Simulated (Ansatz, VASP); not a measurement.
## Mg: VASP beside Ansatz

```
Mg
1.0
     3.13250    0.00000    0.00000
    -1.56625    2.71283    0.00000
     0.00000    0.00000    5.08489
Mg
2
Direct
  0.33333 0.66667 0.25000
  0.66667 0.33333 0.75000
```

Alike in both runs: task single point; functional LDA; k mesh 17 × 17 × 9; occupations fermi-dirac, width 0.1 eV; no spin polarisation.

|  | VASP | Ansatz |
| --- | --- | --- |
| version | VASP 6.6.1 | Ansatz 0.2.0 |
| potentials or method | VASP PAW LDA potentials, release 64 (Mg), cutoff 520 eV | plane waves (420 eV) with PAW, scalar-relativistic |
| valence electrons in the cell | 4 | 20 |

VASP gave:

```
pressure (GPa)                                                : -0.3
traceless stress, the component that is largest in VASP (GPa) : 0.17
```

**Question.** Which values does Ansatz return?

**Answer.** Pressure (GPa): 0.1; traceless stress, the component that is largest in VASP (GPa): 0.17.

Ansatz warns that its potentials were made for another functional, while VASP's fit it. LDA's correlation is that of Perdew and Zunger in VASP and of Perdew and Wang (1992) in Ansatz. VASP's potentials hold 4 valence electrons a cell and Ansatz's 20, so a difference there can come from the potentials and not from the codes.
